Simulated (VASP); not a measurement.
Li:

```
CELL_PARAMETERS angstrom
4.96121 0.00000 0.00000
-2.48060 4.29653 0.00000
0.00000 0.00000 3.04122
ATOMIC_POSITIONS crystal
Li 0.00000 0.00000 0.00000
Li 0.33333 0.66667 0.50000
Li 0.66667 0.33333 0.50000
```

This isn't the form of Li at room conditions, which is bcc.

```yaml
Program: VASP 6.6.1
Task: relaxation of cell and atoms
Functional: revPBE
Potentials_or_basis: VASP PAW PBE potentials, release 64 (Li_sv)
Cutoff: 600 eV
k_mesh: 7 × 7 × 10
Occupations: fermi-dirac, width 0.1 eV
Spin: no spin polarisation
```

At the start: pressure -0.4 GPa; volume 21.61 Å³/atom.

How do energy, volume and symmetry change on relaxing?

Over 7 steps the energy falls by 3.2 meV/atom and the volume is 20.82 Å³/atom (-3.6 %); space group P6/mmm (No. 191, to 0.1 Å) before and after.

Step by step:
```csv
step,energy change (eV),largest force (eV/Å),pressure (GPa),volume (Å³)
1,0.0000,0.0000,-0.35,64.83
2,-0.0029,0.0000,-0.28,64.38
3,-0.0086,0.0000,-0.06,63.05
4,-0.0025,0.0000,0.49,60.38
5,-0.0095,0.0000,0.06,62.39
6,-0.0095,0.0000,0.08,62.31
7,-0.0096,0.0000,0.04,62.47
```

Final structure:
```yaml
crystal:
  lattice:
    - [4.97235, 0.00000, 0.00000]
    - [-2.48618, 4.30618, 0.00000]
    - [0.00000, 0.00000, 2.91757]
  atoms:
    - { symbol: Li, position: [0.00000, 0.00000, 0.00000] }
    - { symbol: Li, position: [0.33333, 0.66667, 0.50000] }
    - { symbol: Li, position: [0.66667, 0.33333, 0.50000] }
```

Caveat: the cutoff is under 1.25 times the usual one of these potentials, so pressure, stress and relaxed cells hold a basis-set (Pulay) error; the PAW data sets were made with another functional, which shifts forces and pressure a little.
